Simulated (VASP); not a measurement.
A run of VASP 6.6.1 is set up as follows.

File INCAR:

```
ALGO = Normal ; EDIFF = 1E-6
ENCUT = 520 ; GGA = PE
ISIF = 2 ; ISMEAR = -1
LASPH = True ; LCHARG = True
LELF = True ; LREAL = False
LVHAR = True ; LWAVE = False
NBANDS = 18 ; NELM = 80
PREC = Accurate ; SIGMA = 0.05
```

File KPOINTS:

```
k-points
0
Gamma
  16 11 16
```

File POSCAR:

```
Cu
1.0
   -1.8147567956      1.8147567956      0.0000000000
    0.0000000000      0.0000000000      3.6295135912
    1.8147567956      1.8147567956      0.0000000000
Cu
2
Direct
    0.0000000000      0.0000000000      0.0000000000
    0.5000000000      0.5000000000      0.5000000000
```

Potentials or basis: VASP PAW PBE potentials, release 64 (Cu).

Command:

```sh
$ cat potpaw_PBE.64/Cu/POTCAR > POTCAR
$ mpirun -np 1 vasp_std > vasp.out
```

Task: What does it give for the pressure?

Result: 0.9 GPa.

Task: Estimate the band gap on the k mesh.

Result: Zero (band 11 reaches 12.97 eV, above the bottom of band 12 at 5.56 eV).
